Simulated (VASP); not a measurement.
# Ru (P6_3/mmc) in VASP: a series of runs, part 2 of 2

VASP 6.6.1. Earlier steps stand in the parts before.

**5. Single point, PBEsol**

This run uses another cell than the first one, of 11.40 Å³/atom, 1.013 times its volume.

Contents of INCAR:

```
PREC = Accurate
ENCUT = 520
EDIFF = 1E-7
ISMEAR = 0
SIGMA = 0.15
LREAL = False
LASPH = True
NELM = 60
ALGO = Normal
ISIF = 2
LWAVE = False
LCHARG = True
GGA = PS
LELF = True
LVHAR = True
NBANDS = 21
```

Contents of KPOINTS:

```
Automatic mesh
0
Gamma
  18 18 10
```

Contents of POSCAR:

```
Ru
1.0
    2.6520000000      0.0000000000      0.0000000000
   -1.3260000000      2.2966993709      0.0000000000
    0.0000000000      0.0000000000      3.7421000000
Ru
2
Direct
    0.3333333333      0.6666666667      0.2500000000
    0.6666666667      0.3333333333      0.7500000000
```

Potentials or basis: VASP PAW PBE potentials, release 64 (Ru_pv).

The run is started by

```sh
cat potpaw_PBE.64/Ru_pv/POTCAR > POTCAR
mpirun -np 1 vasp_std > vasp.out
```

OUTCAR:

```text
PREC = Accurate
   ENCUT = 520
   EDIFF = 1E-7
   ISMEAR = 0
   LREAL = False
   LASPH = True
   NELM = 60
   ISIF = 2
   GGA = PS

 ion  position               nearest neighbor table
   1  0.333  0.667  0.250-   2 2.42   2 2.42   2 2.42   2 2.42   2 2.42   2 2.42
   2  0.667  0.333  0.750-   1 2.42   1 2.42   1 2.42   1 2.42   1 2.42   1 2.42

  LATTYP: Found a hexagonal cell.
 ALAT       =     2.6520000000
 C/A-ratio  =     1.4110482655

  Lattice vectors:

 A1 = (   2.6520000000,   0.0000000000,   0.0000000000)
 A2 = (  -1.3260000000,   2.2966993709,   0.0000000000)
 A3 = (   0.0000000000,   0.0000000000,   3.7421000000)

Analysis of symmetry for initial positions (statically):
=====================================================================
 Subroutine PRICEL returns:
 Original cell was already a primitive cell.

 Routine SETGRP: Setting up the symmetry group for a
 hexagonal supercell.

 Subroutine GETGRP returns: Found 24 space group operations
 (whereof 12 operations were pure point group operations)
 out of a pool of 24 trial point group operations.

The static configuration has the point symmetry D_3d.
 The point group associated with its full space group is D_6h.

Analysis of symmetry for dynamics (positions and initial velocities):
=====================================================================
 Subroutine PRICEL returns:
 Original cell was already a primitive cell.

 Routine SETGRP: Setting up the symmetry group for a
 hexagonal supercell.

 Subroutine GETGRP returns: Found 24 space group operations
 (whereof 12 operations were pure point group operations)
 out of a pool of 24 trial point group operations.

The dynamic configuration has the point symmetry D_3d.
 The point group associated with its full space group is D_6h.

 Subroutine INISYM returns: Found 24 space group operations
 (whereof 12 operations are pure point group operations),
 and found     1 'primitive' translations
[... 104 lines left out ...]
   TEBEG  =    0.0;   TEEND  =   0.0 temperature during run
   PSTRESS=    0.0 pullay stress
   NELECT =      28.0000    total number of electrons
   NUPDOWN=      -1.0000    fix difference up-down
   EMIN   =  10.00;   EMAX   =-10.00  energy-range for DOS
   EFERMI =   0.00;   METHOD = LEGACY
   ISMEAR =     0;   SIGMA  =   0.15  broadening in eV -4-tet -1-fermi 0-gaus
   EFERMI_NEDOS =   21; number of points for ismear=-14 and -15
   IALGO  =     38    algorithm
   IMIX   =      4    mixing-type and parameters
     AMIX     =   0.40;   BMIX     =  1.00
     AMIX_MAG =   1.60;   BMIX_MAG =  1.00
  volume/ion in A,a.u.               =      11.40        76.91
  Fermi-wavevector in a.u.,A,eV,Ry     =   1.753328  3.313309 41.826471  3.074159
  Thomas-Fermi vector in A             =   2.823485
   LORBIT       =      0    0 simple, 1 ext, 2 COOP (PROOUT), +10 PAW based schemes
   GGA     = PS    functional components
   LHFCALC =     F    Hartree Fock is set to
   AEXX    =    0.0000 exact exchange contribution
   IVDW    =     0    specifies the selected vdW correction
   LEPSILON=     F    determine dielectric tensor
   LRPA    =     F    only Hartree local field effects (RPA)
 non-spin polarized calculation
 Gauss-broadening in eV      SIGMA  =   0.15
  energy-cutoff  :      520.00
  volume of cell :       22.79
 maximum number of plane-waves:       638
 NGX is ok and might be reduce to    20
   NGX =  9   NGY =  9   NGZ = 13

 number of electron      27.9999996 magnetization

 Free energy of the ion-electron system (eV)
  ---------------------------------------------------
  ext. energy  EPLUGINS =         0.00000000
  ---------------------------------------------------
  free energy    TOTEN  =       -19.01552022 eV

  energy without entropy =      -18.99755577  energy(sigma->0) =      -19.00653799

 E-fermi :  16.2724     XC(G=0): -15.3715

 val. band max:       16.2715193614   @ k =   0.3889   0.2222   0.3000
 cond. band min:      16.2752370064   @ k =   0.3889   0.1667   0.3000
 fundamental gap:      0.0037176450
 Fermi energy:        16.2723940242

 k-point     1 :       0.0000    0.0000    0.0000
  band No.  band energies     occupation
      1     -28.4933      2.00000
      2     -26.8631      2.00000
      3     -26.8631      2.00000
      4     -26.3671      2.00000
      5     -26.3671      2.00000
      6     -26.0881      2.00000
[... 565 lines left out ...]
     20      26.3563      0.00000
     21      28.3753      0.00000

 [... further k-points ...]
[... 5 lines left out ...]
  --------------------------------------------------------------------------------------
  -------------------------------------------------------------------------------------
  Total        8.4975917      8.4975917     20.8061306      0.0000000      0.0000000     -0.0000000
  in kB      597.3287018    597.3287018   1462.5436696      0.0000000      0.0000000     -0.0000000
  external PRESSURE =     885.7336910 kB  Pullay stress =       0.0000000 kB

 VOLUME and BASIS-vectors are now :
 -----------------------------------------------------------------------------
  energy-cutoff  :      520.00
  volume of cell :       22.79
      direct lattice vectors                 reciprocal lattice vectors
     2.652000000  0.000000000  0.000000000     0.377073906  0.217703721  0.000000000
    -1.326000000  2.296699371  0.000000000     0.000000000  0.435407443  0.000000000
     0.000000000  0.000000000  3.742100000     0.000000000  0.000000000  0.267229630

 POSITION                                       TOTAL-FORCE (eV/Angst)
 -----------------------------------------------------------------------------------
     -0.00000      1.53113      0.93553        -0.000000      0.000000      0.000000
      1.32600      0.76557      2.80658         0.000000      0.000000      0.000000
 -----------------------------------------------------------------------------------
    total drift:                               -0.000000      0.000000     -0.000000

  FREE ENERGIE OF THE ION-ELECTRON SYSTEM (eV)
  ---------------------------------------------------
  free  energy   TOTEN  =       -19.0155202159 eV

  energy  without entropy=      -18.9975557666  energy(sigma->0) =      -19.00653799
```

Run time: 50 s. Hardware: 1 thread of AMD EPYC 9R14 (Zen 4), shared host; peak memory 0.16 GiB.

Results:

* Free energy: -19.0155 eV
* Pressure: 88.6 GPa
* Band gap on the k mesh: zero (band 14 reaches 18.01 eV, above the bottom of band 15 at 14.28 eV)

Stress tensor (GPa, compression positive):
```
 59.73   0.00   0.00
  0.00  59.73   0.00
  0.00   0.00 146.25
```

Levels at points of the mesh, in eV from the Fermi level:
| k point | band 10 | band 11 | band 12 | band 13 | band 14 | band 15 | band 16 | band 17 | band 18 | band 19 |
| --- | --- | --- | --- | --- | --- | --- | --- | --- | --- | --- |
| (0.00, 0.00, 0.00) | -3.72 | -2.99 | -2.99 | -2.43 | -2.43 | -1.88 | 1.40 | 1.40 | 3.16 | 10.08 |
| (0.50, 0.00, 0.00) | -4.98 | -2.61 | -1.72 | -1.18 | 0.90 | 1.87 | 3.14 | 4.66 | 6.98 | 10.08 |
| (0.00, 0.00, 0.50) | -4.35 | -4.35 | -4.35 | -2.51 | -2.51 | 0.94 | 0.94 | 0.94 | 0.94 | 10.08 |
| (0.50, 0.00, 0.50) | -5.42 | -2.02 | -2.02 | 0.42 | 0.42 | 1.55 | 1.55 | 3.84 | 3.84 | 10.08 |

Caveat: the PAW data sets were made with another functional, which shifts forces and pressure a little.

**6. Single point, PBEsol**

This run uses another cell than the first one, of 11.38 Å³/atom, 1.012 times its volume.

Contents of INCAR:

```
  ALGO = Normal
  EDIFF = 1E-7
  ENCUT = 520
  GGA = PS
  ISIF = 2
  ISMEAR = 0
  LASPH = T
  LCHARG = F
  LREAL = F
  LWAVE = F
  NBANDS = 21
  NELM = 80
  PREC = Accurate
  SIGMA = 0.15
```

Contents of KPOINTS:

```
k-points
0
Gamma
  18 18 10
```

Contents of POSCAR:

```
Ru
1.0
    2.6144000000      0.0000000000      0.0000000000
   -1.3072000000      2.2641368157      0.0000000000
    0.0000000000      0.0000000000      3.8442000000
Ru
2
Direct
    0.3333333333      0.6666666667      0.2500000000
    0.6666666667      0.3333333333      0.7500000000
```

Potentials or basis: VASP PAW PBE potentials, release 64 (Ru_pv).

The run is started by

```sh
cat potpaw_PBE.64/Ru_pv/POTCAR > POTCAR
mpirun -np 1 vasp_std > vasp.out
```

Wall time 65 s (1 thread of AMD EPYC 9R14 (Zen 4), shared host); peak memory 0.16 GiB.

The run converged. Its results:

- Free energy: -19.2851 eV
- Pressure: 84.7 GPa
- Band gap on the k mesh: zero (band 14 reaches 17.99 eV, above the bottom of band 15 at 13.93 eV)

Stress tensor (GPa, compression positive):
```
 64.56   0.00   0.00
  0.00  64.56   0.00
  0.00   0.00 125.06
```

Levels at points of the mesh, in eV from the Fermi level:
```
           k point  band 11  band 12  band 13  band 14  band 15  band 16  band 17  band 18
(0.00, 0.00, 0.00)    -2.58    -2.58    -2.44    -2.44    -2.33     1.45     1.45     2.58
(0.50, 0.00, 0.00)    -2.41    -2.02    -1.44     1.29     2.10     2.97     4.90     7.24
(0.00, 0.00, 0.50)    -4.06    -4.06    -2.79    -2.79     0.85     0.85     0.85     0.85
(0.50, 0.00, 0.50)    -1.79    -1.79     0.51     0.51     1.81     1.81     4.01     4.01
```

Caveat: the PAW data sets were made with another functional, which shifts forces and pressure a little.

**7. Summary**

```csv
cell,gap on the mesh (eV),pressure (GPa)
"a = 2.501, b = 2.501, c = 4.150 Å, angles 90.0, 90.0, 120.0°, 2 atoms",none,88.6
"a = 2.577, b = 2.577, c = 3.946 Å, angles 90.0, 90.0, 120.0°, 2 atoms",none,83.5
"a = 2.539, b = 2.539, c = 4.048 Å, angles 90.0, 90.0, 120.0°, 2 atoms",none,84.6
"a = 2.652, b = 2.652, c = 3.742 Å, angles 90.0, 90.0, 120.0°, 2 atoms",none,88.6
"a = 2.614, b = 2.614, c = 3.844 Å, angles 90.0, 90.0, 120.0°, 2 atoms",none,84.7
```

Alike in all rows: task single point; level PBEsol; potentials or basis VASP PAW PBE potentials, release 64 (Ru_pv); no spin polarisation; k mesh 18 × 18 × 10; cutoff (eV) 520; smearing gaussian 0.15 eV.

Caveats: the PAW data sets were made with another functional, which shifts forces and pressure a little.

Total energies depend on the potentials used, so only differences within one code and one set of settings carry meaning.
